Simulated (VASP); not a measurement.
Crystal: PbS.

```
Pb S
1.0
     3.65366    0.00000    0.00000
     0.00000    3.65366    0.00000
     0.00000    0.00000    3.65366
Pb S
1 1
Cartesian
  0.0000 0.0000 0.0000
  1.8268 1.8268 1.8268
```

Program: VASP 6.6.1. Alike in all runs: task single point; potentials or basis VASP PAW PBE potentials, release 64 (Pb_d, S); no spin polarisation; cell as given. Hardware: 1 thread of Intel(R) Xeon(R) Platinum 8488C (Sapphire Rapids) (shared host).

Order these runs on this cell by their wall time, lowest first.
A. level PBE; k mesh 2 × 2 × 2; cutoff (eV) 520; smearing gaussian 0.1 eV
B. level PBE; k mesh 4 × 4 × 4; cutoff (eV) 500; smearing fermi-dirac 0.17 eV
C. level r2SCAN; k mesh 4 × 4 × 4; cutoff (eV) 550; smearing fermi-dirac 0.051704 eV

A (3.9 s), B (10 s), C (30 s).

Caveats: all runs use coarse meshes.
